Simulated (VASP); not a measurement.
Wanted: the native input for a VASP 6.6.1 run.

* Task: single point
* Functional: PBE
* Dispersion: D3(BJ)
* Potentials or basis: VASP PAW PBE potentials, release 64 (C, H, Cl)
* Cutoff: 520 eV
* k mesh: 1 × 1 × 1
* Occupations: fermi-dirac, width 0.05 eV
* Spin: no spin polarisation
* Dipole correction: no
* Further INCAR settings: LREAL = Auto; ALGO = Normal; EDIFF = 1e-06; NBANDS = 63

The structure of H5CCl lies in POSCAR:

```
H5CCl
1.0
    8.5589900000      0.0000000000      0.0000000000
    0.0000000000      8.5589900000      0.0000000000
    0.0000000000      0.0000000000      8.5589900000
C H Cl
5 25 5
Direct
    0.4848469270     -0.0159598270      0.3692842263
    0.1945907169      0.6412555687      0.2076296385
    0.8526707006      0.7808164281      0.8440715552
    1.0208564328      0.0565370447      0.2302958643
    0.7452398005      0.2773458083      0.5906771710
    0.4973133512      0.0762005797      0.4442346585
    0.3811898367     -0.0812946387      0.3607084481
    0.5570867591     -0.1225144556      0.4237649536
    0.5248516472      0.0103984232      0.2514782702
    0.3042298215      0.6950235951      0.2445031482
    0.1334503253      0.6973720030      0.1063443233
    0.1024887282      0.6710020692      0.2929434431
    0.1910973141      0.5182387174      0.1638744758
    0.8822302632      0.6625197599      0.7877214484
    0.8824405683      0.7487565706      0.9631977605
    0.7212182746      0.8112055278      0.8584073588
    0.9160076130      0.8746475928      0.7745656906
    0.9896261124      0.0481014699      0.1099428788
    1.1366177551      0.0844024821      0.2514782702
    0.9945799680     -0.0260077416      0.3092537788
    0.9472846679      0.1489778584      0.2677418714
    0.8014263365      0.3852791042      0.6129227865
    0.6310440835      0.2745651064      0.5297704519
    0.7350049480      0.2125951777      0.6996386256
    0.8361383761      0.2000937026      0.5307518761
    0.1446081839      0.3435335244      1.0239292253
    0.5728129137      0.5851858689     -0.0447365869
    0.4369090278      0.0877206306      0.8926170027
    0.3122214186      0.5154696991      0.5995099889
    0.8785499224      0.6633843479      0.5318267693
    0.1613508136      0.2966705184      0.8690277708
    0.5924998160      0.4640383971      0.0628695676
    0.4130978071     -0.0151302899      0.7949886610
    0.3815987634      0.6520979695      0.6353553398
    0.8595406701      0.7261370793      0.3867979750
```

These files were run (other wordings do the same):

INCAR

```
PREC = Accurate
ENCUT = 520
EDIFF = 1E-6
ISMEAR = -1
SIGMA = 0.05
LREAL = Auto
LASPH = T
NELM = 80
ALGO = Normal
ISIF = 2
LWAVE = F
LCHARG = F
GGA = PE
IVDW = 12
NBANDS = 63
```

KPOINTS

```
Automatic mesh
0
Gamma
  1 1 1
```

Potentials or basis: VASP PAW PBE potentials, release 64 (C, H, Cl).

Launch:

```console
$ cat potpaw_PBE.64/C/POTCAR potpaw_PBE.64/H/POTCAR potpaw_PBE.64/Cl/POTCAR > POTCAR
$ mpirun -np 1 vasp_gam > vasp.out
```

It gave:

| Property | Result |
| --- | --- |
| Pressure | -0.3 GPa |
| Largest force | 4.928 eV/Å |
| Band gap on the k mesh | 5.01 eV |
| Dispersion energy per atom | -0.032 eV |

Caveat: the k points lie up to 0.73 Å⁻¹ apart.

It took 2 min on 1 thread of AMD EPYC 7R13, with other jobs on the host, peak memory 0.5 GiB.
